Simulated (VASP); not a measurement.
Runs of VASP 6.6.1 on Lu. The structure is that of space group Fm-3m (No. 225), or close to it. The cells are those of the table. This isn't the form of Lu at room conditions, which is hcp.

| cell | k mesh | gap on the mesh (eV) | pressure (GPa) |
| --- | --- | --- | --- |
| a = 3.557 Å, angles 60.0°, 1 atom | 12 × 12 × 12 | none | (a) |
| a = 3.511 Å, angles 60.0°, 1 atom | 18 × 18 × 18 | none | 0.1 |
| a = 3.463 Å, angles 60.0°, 1 atom | 12 × 12 × 12 | none | 1.8 |
| a = 3.415 Å, angles 60.0°, 1 atom | 12 × 12 × 12 | none | (b) |
| a = 3.602 Å, angles 60.0°, 1 atom | 12 × 12 × 12 | none | -2.5 |

Alike in all rows: task single point; level RPBE; potentials or basis VASP PAW PBE potentials, release 64 (Lu); no spin polarisation; cutoff (eV) 520; smearing fermi-dirac 0.1 eV.

Q: Estimate the missing entries.

A: (a) -1.3; (b) 3.8.

Caveats: the PAW data sets were made with another functional, which shifts forces and pressure a little; spin-orbit coupling is left out, which moves the levels of the heavy elements; the cell stands under pressure (at least some runs).

A k mesh can miss the band edges, and the runs leave out spin-orbit coupling on Lu.

A gap of «none» marks levels without a gap at the run's occupations.
